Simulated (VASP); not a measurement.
Here is a VASP 6.6.1 calculation.

INCAR

```
PREC = Accurate ; ENCUT = 520
EDIFF = 1E-6 ; ISMEAR = 0
SIGMA = 0.02 ; LREAL = F
LASPH = T ; NELM = 80
ALGO = Normal ; ISIF = 2
LWAVE = F ; LCHARG = F
MAGMOM = 0 0 0 0 0 0 0 0 0 0 0 0 0 0 0 ; LORBIT = 11
LSORBIT = T ; GGA_COMPAT = F
GGA = CA ; KPAR = 4
```

KPOINTS

```
regular mesh
0
Gamma
  6 6 6
```

File POSCAR:

```
Bi2Te2Se
1.0
    2.1609687617      1.2476358963     10.5855712543
   -2.1609687617      1.2476358963     10.5855712543
    0.0000000000     -2.4952717926     10.5855712543
Bi Te Se
2 2 1
Direct
    0.3917212400      0.3917212400      0.3917212400
    0.6082787600      0.6082787600      0.6082787600
    0.7804048700      0.7804048700      0.7804048700
    0.2195951300      0.2195951300      0.2195951300
    0.0000000000      0.0000000000      0.0000000000
```

The input KPOINTS_OPT:

```
path GLB1,BZGX,QFP1Z,LP
15
line-mode
reciprocal
 0.0000000000  0.0000000000  0.0000000000  G
 0.5000000000  0.0000000000  0.0000000000  L

 0.5000000000  0.0000000000  0.0000000000  L
 0.5000000000  0.1759276236 -0.1759276236  B1

 0.8240723764  0.5000000000  0.1759276236  B
 0.5000000000  0.5000000000  0.5000000000  Z

 0.5000000000  0.5000000000  0.5000000000  Z
 0.0000000000  0.0000000000  0.0000000000  G

 0.0000000000  0.0000000000  0.0000000000  G
 0.3379638118  0.0000000000 -0.3379638118  X

 0.6620361882  0.3379638118  0.0000000000  Q
 0.5000000000  0.5000000000  0.0000000000  F

 0.5000000000  0.5000000000  0.0000000000  F
 0.6620361882  0.6620361882  0.1759276236  P1

 0.6620361882  0.6620361882  0.1759276236  P1
 0.5000000000  0.5000000000  0.5000000000  Z

 0.5000000000  0.0000000000  0.0000000000  L
 0.8240723764  0.3379638118  0.3379638118  P
```

Potentials or basis: VASP PAW LDA potentials, release 64 (Bi_d, Te, Se).

Run with:

```console
$ cat potpaw_LDA.64/Bi_d/POTCAR potpaw_LDA.64/Te/POTCAR potpaw_LDA.64/Se/POTCAR > POTCAR
$ mpirun -np 4 vasp_ncl > vasp.out
```

Problem. Predict the pressure.

Solution. -2.2 GPa.

Problem. What does it give for the largest force?

Solution. 0.087 eV/Å.

Stress tensor (GPa, compression positive):
```
-2.10  0.00  0.00
 0.00 -2.10  0.00
 0.00  0.00 -2.30
```
